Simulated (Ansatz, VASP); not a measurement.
## Two plane-wave programs on Si4O7

Contents of INCAR:

```
SYSTEM = Si4O7
  ALGO = Normal
  EDIFF = 1E-6
  ENCUT = 520
  GGA = PS
  GGA_COMPAT = .False.
  ISIF = 2
  ISMEAR = 0
  LASPH = .True.
  LCHARG = .False.
  LREAL = .False.
  LWAVE = .False.
  NBANDS = 40
  NELM = 120
  PREC = Accurate
  SIGMA = 0.05
```

Contents of KPOINTS:

```
k-points
0
Gamma
  4 4 4
  0 0 0
```

POSCAR

```
Si4O7
1.0
    5.0280710683      0.0000000000      0.0000000000
    0.0000000000      5.0280710683      0.0000000000
    0.0000000000      0.0000000000      7.0088699743
Si O
4 7
Direct
    0.2980688188      0.2980688188      0.0000000000
    0.2019311812      0.7980688188      0.2500000000
    0.7019311812      0.7019311812      0.5000000000
    0.7980688188      0.2019311812      0.7500000000
    0.3980464015      0.7395636083      0.4283767439
    0.7604363917      0.8980464015      0.6783767439
    0.6019535985      0.2604363917      0.9283767439
    0.7395636083      0.3980464015      0.5716232561
    0.8980464015      0.7604363917      0.3216232561
    0.2570926353      0.6773329434      0.0887248398
    0.1019535985      0.2395636083      0.8216232561
```

Input for Ansatz:

```yaml
crystal:
  lattice:
    - [5.0280710683, 0.0, 0.0]
    - [0.0, 5.0280710683, 0.0]
    - [0.0, 0.0, 7.0088699743]
  atoms:
    - { symbol: Si, position: [0.2980688188, 0.2980688188, 0.0] }
    - { symbol: Si, position: [0.2019311812, 0.7980688188, 0.25] }
    - { symbol: Si, position: [0.7019311812, 0.7019311812, 0.5] }
    - { symbol: Si, position: [0.7980688188, 0.2019311812, 0.75] }
    - { symbol: O, position: [0.3980464015, 0.7395636083, 0.4283767439] }
    - { symbol: O, position: [0.7604363917, 0.8980464015, 0.6783767439] }
    - { symbol: O, position: [0.6019535985, 0.2604363917, 0.9283767439] }
    - { symbol: O, position: [0.7395636083, 0.3980464015, 0.5716232561] }
    - { symbol: O, position: [0.8980464015, 0.7604363917, 0.3216232561] }
    - { symbol: O, position: [0.2570926353, 0.6773329434, 0.0887248398] }
    - { symbol: O, position: [0.1019535985, 0.2395636083, 0.8216232561] }
basis:
  ecutwfc: 420
kpoints:
  mp_grid: { grid: [4, 4, 4] }
hamiltonian:
  xc: pbesol
  pseudopotentials: { kind: paw, azcp: { folder: soft_1 } }
scf:
  occupations: { method: gaussian, width: 0.05 }
output:
  forces: true
  stress: true
  eigenvalues: true
  write_density: true
  write_potential: true
  elf: true
  volumetric_format: npy
```

Change from the starting cell: O vacancy; atom 10 moved -0.125 of the way to it and +0.225 Å across, host rigid.

Alike in both runs: task single point; functional PBEsol; k mesh 4 × 4 × 4; occupations gaussian, width 0.05 eV; no spin polarisation.

|  | VASP | Ansatz |
| --- | --- | --- |
| version | VASP 6.6.1 | Ansatz 0.2.0 |
| potentials or method | VASP PAW PBE potentials, release 64 (Si, O), cutoff 520 eV | scalar-relativistic, plane waves, PAW |
| valence electrons in the cell | 58 | 58 |

Ansatz gave:

```
gap on the k mesh at the Fermi level (eV)                     : 1.89
least direct gap on the mesh (eV)                             : 1.95
pressure (GPa)                                                : 7.5
traceless stress, the component that is largest in VASP (GPa) : 12.85
rms of the force components (eV/Å)                            : 5.889
```

Problem. Estimate VASP's values.

Solution. gap on the k mesh at the Fermi level (eV): 1.89; least direct gap on the mesh (eV): 1.94; pressure (GPa): 7.6; traceless stress, the component that is largest in VASP (GPa): 12.72; rms of the force components (eV/Å): 5.818.

VASP's potentials were made for PBE, not for PBEsol, and Ansatz warns of the same on its side. Atom by atom the forces differ by 0.082 eV/Å (rms over components).
